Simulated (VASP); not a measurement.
Set up this calculation in VASP 6.6.1, as the native input.

```yaml
Task: single point
Functional: PBE
Potentials_or_basis: VASP PAW PBE potentials, release 64 (Ga_d, As)
Cutoff: 500 eV
k_mesh: 6 × 6 × 6
Occupations: gaussian, width 0.01 eV
Spin: no spin polarisation
Dipole_correction: no
Further_INCAR_settings: ALGO = Normal; EDIFF = 1e-06; NBANDS = 16
```

The structure of GaAs lies in POSCAR:

```
GaAs
1.0
    0.0000000000      2.8265000000      2.8265000000
    2.8265000000      0.0000000000      2.8265000000
    2.8265000000      2.8265000000      0.0000000000
Ga As
1 1
Direct
    0.0000000000      0.0000000000      0.0000000000
    0.2500000000      0.2500000000      0.2500000000
```

One way to write it, as run:

INCAR

```
SYSTEM = GaAs
PREC     = Accurate       ! precision mode
ENCUT    = 500            ! plane-wave cutoff, eV
EDIFF    = 1E-6           ! SCF threshold, eV
ISMEAR   = 0              ! smearing method
SIGMA    = 0.01           ! smearing width, eV
LREAL    = .False.        ! projectors in reciprocal space
LASPH    = .True.         ! aspherical terms in the spheres
NELM     = 120            ! most SCF steps
ALGO     = Normal         ! electronic algorithm
ISIF     = 2              ! what is computed and relaxed
LWAVE    = .False.        ! write WAVECAR
LCHARG   = .False.        ! write CHGCAR
GGA      = PE             ! functional
NBANDS   = 16             ! bands
GGA_COMPAT= .False.
```

KPOINTS

```
regular mesh
0
Gamma
  6 6 6
  0 0 0
```

Potentials or basis: VASP PAW PBE potentials, release 64 (Ga_d, As).

Command:

```bash
$ cat potpaw_PBE.64/Ga_d/POTCAR potpaw_PBE.64/As/POTCAR > POTCAR
$ mpirun -np 1 vasp_std > vasp.out
```

It gave:

- Pressure: 3.5 GPa
- Band gap on the k mesh: 0.52 eV, direct

It took 18 s on 1 thread of Intel Xeon 8259CL, with other jobs on the host, peak memory 0.17 GiB.
